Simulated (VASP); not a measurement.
# BaTiO3 in VASP: a series of runs, part 2 of 2

VASP 6.6.1. The steps go on from the part before.

## (4) Single point, PBE (volume scaled by 0.94, then relaxed in part)

File INCAR:

```
ALGO = Normal
EDIFF = 1E-6
ENCUT = 910
GGA = PE
GGA_COMPAT = False
ISIF = 2
ISMEAR = 0
LASPH = True
LCHARG = False
LREAL = False
LWAVE = False
NBANDS = 28
NELM = 120
PREC = Accurate
SIGMA = 0.02
```

File KPOINTS:

```
k-points
0
Gamma
  6 6 6
```

File POSCAR:

```
BaTiO3
1.0
    2.8097918932      1.6222341059      2.3001017008
   -2.8097918932      1.6222341059      2.3001017008
    0.0000000000     -3.2444682118      2.3001017008
Ba Ti O
1 1 3
Direct
   -0.0010455444     -0.0010455444     -0.0010455444
    0.4889152569      0.4889152569      0.4889152569
    0.5088826494      0.5088826494      0.0135649887
    0.0135649887      0.5088826494      0.5088826494
    0.5088826494      0.0135649887      0.5088826494
```

Potentials or basis: VASP PAW PBE potentials, release 64 (Ba_sv, Ti_sv, O_h).

Run with:

```bash
> cat potpaw_PBE.64/Ba_sv/POTCAR potpaw_PBE.64/Ti_sv/POTCAR potpaw_PBE.64/O_h/POTCAR > POTCAR
> mpirun -np 1 vasp_std > vasp.out
```

OUTCAR:

```text
EDIFF = 1E-6
   ENCUT = 910
   GGA = PE
   ISIF = 2
   ISMEAR = 0
   LASPH = True
   LREAL = False
   NELM = 120
   PREC = Accurate

 ion  position               nearest neighbor table
   1  0.999  0.999  0.999-   3 2.76   4 2.76   5 2.76   4 2.81   5 2.81   5 2.81   4 2.81   3 2.81
                             3 2.81   3 2.87   4 2.87   5 2.87   2 3.38   2 3.42   2 3.42   2 3.42
   2  0.489  0.489  0.489-   3 1.89   4 1.89   5 1.89   3 2.09   4 2.09   5 2.09   1 3.38   1 3.42
                             1 3.42   1 3.42   1 3.47   1 3.47   1 3.47   1 3.52
   3  0.509  0.509  0.014-   2 1.89   2 2.09   1 2.76   1 2.81   1 2.81   1 2.87
   4  0.014  0.509  0.509-   2 1.89   2 2.09   1 2.76   1 2.81   1 2.81   1 2.87
   5  0.509  0.014  0.509-   2 1.89   2 2.09   1 2.76   1 2.81   1 2.81   1 2.87

  LATTYP: Found a trigonal (rhomboedric) cell.
 ALAT       =     3.9770644716
 COS(alpha) =     0.0017184531

  Lattice vectors:

 A1 = (   2.8097918932,   1.6222341059,   2.3001017008)
 A2 = (  -2.8097918932,   1.6222341059,   2.3001017008)
 A3 = (   0.0000000000,  -3.2444682118,   2.3001017008)

Analysis of symmetry for initial positions (statically):
=====================================================================
 Subroutine PRICEL returns:
 Original cell was already a primitive cell.

 Routine SETGRP: Setting up the symmetry group for a
 trigonal (rhombohedral) supercell.

 Subroutine GETGRP returns: Found  6 space group operations
 (whereof  6 operations were pure point group operations)
 out of a pool of 12 trial point group operations.

The static configuration has the point symmetry C_3v.

Analysis of symmetry for dynamics (positions and initial velocities):
=====================================================================
 Subroutine PRICEL returns:
 Original cell was already a primitive cell.

 Routine SETGRP: Setting up the symmetry group for a
 trigonal (rhombohedral) supercell.

 Subroutine GETGRP returns: Found  6 space group operations
[... 125 lines left out ...]
   EFERMI_NEDOS =   21; number of points for ismear=-14 and -15
   IALGO  =     38    algorithm
   IMIX   =      4    mixing-type and parameters
     AMIX     =   0.40;   BMIX     =  1.00
     AMIX_MAG =   1.60;   BMIX_MAG =  1.00
  volume/ion in A,a.u.               =      12.58        84.90
  Fermi-wavevector in a.u.,A,eV,Ry     =   1.407774  2.660306 26.964389  1.981827
  Thomas-Fermi vector in A             =   2.529999
   LORBIT       =      0    0 simple, 1 ext, 2 COOP (PROOUT), +10 PAW based schemes
   GGA     = PE    functional components
   LHFCALC =     F    Hartree Fock is set to
   AEXX    =    0.0000 exact exchange contribution
   IVDW    =     0    specifies the selected vdW correction
   LEPSILON=     F    determine dielectric tensor
   LRPA    =     F    only Hartree local field effects (RPA)
 non-spin polarized calculation
 Gauss-broadening in eV      SIGMA  =   0.02
  energy-cutoff  :      910.00
  volume of cell :       62.91
 maximum number of plane-waves:      3948
   NGX = 19   NGY = 19   NGZ = 19

 number of electron      40.0000000 magnetization

 Free energy of the ion-electron system (eV)
  ---------------------------------------------------
  ext. energy  EPLUGINS =         0.00000000
  ---------------------------------------------------
  free energy    TOTEN  =       -39.95961644 eV

  energy without entropy =      -39.95961644  energy(sigma->0) =      -39.95961644

 E-fermi :   4.5658     XC(G=0): -11.3549

 val. band max:        4.3097869476   @ k =   0.5000   0.5000   0.5000
 cond. band min:       6.5014189911   @ k =   0.0000   0.0000   0.0000
 fundamental gap:      2.1916320435
 Fermi energy:         4.5658095633

 k-point     1 :       0.0000    0.0000    0.0000
  band No.  band energies     occupation
      1     -52.0347      2.00000
      2     -28.2832      2.00000
      3     -28.2832      2.00000
      4     -28.2813      2.00000
      5     -20.4440      2.00000
      6     -12.5850      2.00000
[... 733 lines left out ...]
     27      12.6064      0.00000
     28      13.0860      0.00000

 [... further k-points ...]
[... 5 lines left out ...]
  --------------------------------------------------------------------------------------
  -------------------------------------------------------------------------------------
  Total        3.5043738      3.5043738      3.4606032      0.0000000      0.0000000      0.0000000
  in kB       89.2555086     89.2555086     88.1406847      0.0000000      0.0000000      0.0000000
  external PRESSURE =      88.8839007 kB  Pullay stress =       0.0000000 kB

 VOLUME and BASIS-vectors are now :
 -----------------------------------------------------------------------------
  energy-cutoff  :      910.00
  volume of cell :       62.91
      direct lattice vectors                 reciprocal lattice vectors
     2.809791893  1.622234106  2.300101701     0.177949122  0.102738973  0.144921128
    -2.809791893  1.622234106  2.300101701    -0.177949122  0.102738973  0.144921128
     0.000000000 -3.244468212  2.300101701     0.000000000 -0.205477947  0.144921128

 POSITION                                       TOTAL-FORCE (eV/Angst)
 -----------------------------------------------------------------------------------
      0.00000      0.00000      6.89309         0.000000     -0.000000      0.033709
      0.00000      0.00000      3.37366         0.000000      0.000000      0.023723
      0.00000      1.60704      2.37216         0.000000      0.007847     -0.019144
     -1.39174     -0.80352      2.37216        -0.006796     -0.003924     -0.019144
      1.39174     -0.80352      2.37216         0.006796     -0.003924     -0.019144
 -----------------------------------------------------------------------------------
    total drift:                                0.000000      0.000003      0.003368

  FREE ENERGIE OF THE ION-ELECTRON SYSTEM (eV)
  ---------------------------------------------------
  free  energy   TOTEN  =       -39.9596164375 eV

  energy  without entropy=      -39.9596164375  energy(sigma->0) =      -39.95961644
```

OSZICAR:

```text
N       E                     dE             d eps       ncg     rms          rms(c)
DAV:   1     0.597247508295E+03    0.59725E+03   -0.28752E+04  1792   0.235E+03
DAV:   2     0.607231119734E+02   -0.53652E+03   -0.51172E+03  1884   0.556E+02
DAV:   3    -0.440519216218E+02   -0.10478E+03   -0.98934E+02  2756   0.193E+02
DAV:   4    -0.503099438638E+02   -0.62580E+01   -0.62310E+01  2324   0.467E+01
DAV:   5    -0.505767147401E+02   -0.26677E+00   -0.26657E+00  2728   0.883E+00    0.242E+01
DAV:   6    -0.400104968045E+02    0.10566E+02   -0.54340E+01  2708   0.680E+01    0.998E+00
DAV:   7    -0.400937575996E+02   -0.83261E-01   -0.10364E+01  2496   0.231E+01    0.727E+00
DAV:   8    -0.399477644193E+02    0.14599E+00   -0.71069E-01  2164   0.742E+00    0.377E+00
DAV:   9    -0.399797981463E+02   -0.32034E-01   -0.33377E-01  2712   0.518E+00    0.143E+00
DAV:  10    -0.399638040738E+02    0.15994E-01   -0.12990E-01  2088   0.383E+00    0.679E-01
DAV:  11    -0.399597033028E+02    0.41008E-02   -0.20194E-02  2344   0.858E-01    0.173E-01
DAV:  12    -0.399599228699E+02   -0.21957E-03   -0.35507E-03  2308   0.593E-01    0.149E-01
DAV:  13    -0.399596173377E+02    0.30553E-03   -0.84262E-04  2192   0.321E-01    0.326E-02
DAV:  14    -0.399596167048E+02    0.63284E-06   -0.86117E-05  2736   0.851E-02    0.113E-02
DAV:  15    -0.399596176301E+02   -0.92527E-06   -0.25652E-05  2144   0.519E-02    0.108E-02
DAV:  16    -0.399596163939E+02    0.12362E-05   -0.43089E-06  2012   0.231E-02    0.210E-03
DAV:  17    -0.399596164375E+02   -0.43634E-07   -0.53163E-07  1176   0.585E-03
   1 F= -.39959616E+02 E0= -.39959616E+02  d E =-.355321E-75
```

Wall time 64 s (1 thread of Intel Xeon 6975P-C (Granite Rapids), shared host); peak memory 0.33 GiB.

What came out:

- Free energy: -39.9596 eV
- Pressure: 8.9 GPa
- Largest force: 0.034 eV/Å
- Band gap on the k mesh: 2.19 eV, indirect (least direct gap 2.48 eV)

Forces on the atoms (eV/Å):
```
Ba   0.000  0.000  0.034
Ti   0.000  0.000  0.024
O    0.000  0.008 -0.019
O   -0.007 -0.004 -0.019
O    0.007 -0.004 -0.019
```

Stress tensor (GPa, compression positive):
```
8.93 0.00 0.00
0.00 8.93 0.00
0.00 0.00 8.81
```

Caveat: the cutoff is under 1.25 times the usual one of these potentials, so pressure, stress and relaxed cells hold a basis-set (Pulay) error; spin-orbit coupling is left out, which moves the levels of the heavy elements.

## (5) Overview

```tsv
cell	gap on the mesh (eV)	pressure (GPa)	largest force (eV/Å)
a = 4.019 Å, angles 89.8°, 5 atoms	2.40	4.6	0.04
a = 3.891 Å, 5 atoms	1.91	21.9	-
a = 3.977 Å, angles 89.9°, 5 atoms	2.19	8.9	0.03
```

Alike in all rows: task single point; level PBE; potentials or basis VASP PAW PBE potentials, release 64 (Ba_sv, Ti_sv, O_h); no spin polarisation; k mesh 6 × 6 × 6; cutoff (eV) 910; smearing gaussian 0.02 eV.

Caveats: the cutoff is under 1.25 times the usual one of these potentials, so pressure, stress and relaxed cells hold a basis-set (Pulay) error; spin-orbit coupling is left out, which moves the levels of the heavy elements.

Absolute energies hang on the potentials; compare differences alone.
